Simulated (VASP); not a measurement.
Wanted: the native input for a VASP 6.6.1 run.

| Item | Value |
| --- | --- |
| Task | single point |
| Functional | PBEsol |
| Potentials or basis | VASP PAW PBE potentials, release 64 (Ta_pv, N) |
| Cutoff | 520 eV |
| k mesh | 24 × 24 × 18 |
| Occupations | gaussian, width 0.15 eV |
| Spin | no spin polarisation |
| Dipole correction | no |
| Further INCAR settings | ALGO = Normal; EDIFF = 1e-06; NBANDS = 15 |

The structure of TaN lies in POSCAR:

```
TaN
1.0
    2.9379988584      0.0000000000      0.0000000000
   -1.4689994292      2.5443816477      0.0000000000
    0.0000000000      0.0000000000      2.8830000000
Ta N
1 1
Direct
    0.3333333333      0.6666666667      0.5000000000
    0.0000000000      0.0000000000      0.0000000000
```

One way to write it, as run:

INCAR

```
  PREC = Accurate
  ENCUT = 520
  EDIFF = 1E-6
  ISMEAR = 0
  SIGMA = 0.15
  LREAL = F
  LASPH = T
  NELM = 80
  ALGO = Normal
  ISIF = 2
  LWAVE = F
  LCHARG = F
  GGA = PS
  NBANDS = 15
```

KPOINTS

```
Automatic mesh
0
Gamma
  24 24 18
```

Potentials or basis: VASP PAW PBE potentials, release 64 (Ta_pv, N).

Command:

```sh
$ cat potpaw_PBE.64/Ta_pv/POTCAR potpaw_PBE.64/N/POTCAR > POTCAR
$ mpirun -np 1 vasp_std > vasp.out
```

It gave:

The pressure is -4.1 GPa. The band gap on the k mesh is zero (band 8 reaches 8.30 eV, above the bottom of band 9 at 7.99 eV).

Caveat: the PAW data sets were made with another functional, which shifts forces and pressure a little; spin-orbit coupling is left out, which moves the levels of the heavy elements.

Wall time 71 s on 1 thread of Intel(R) Xeon(R) Platinum 8488C (Sapphire Rapids), with other jobs on the host, peak memory 0.31 GiB.
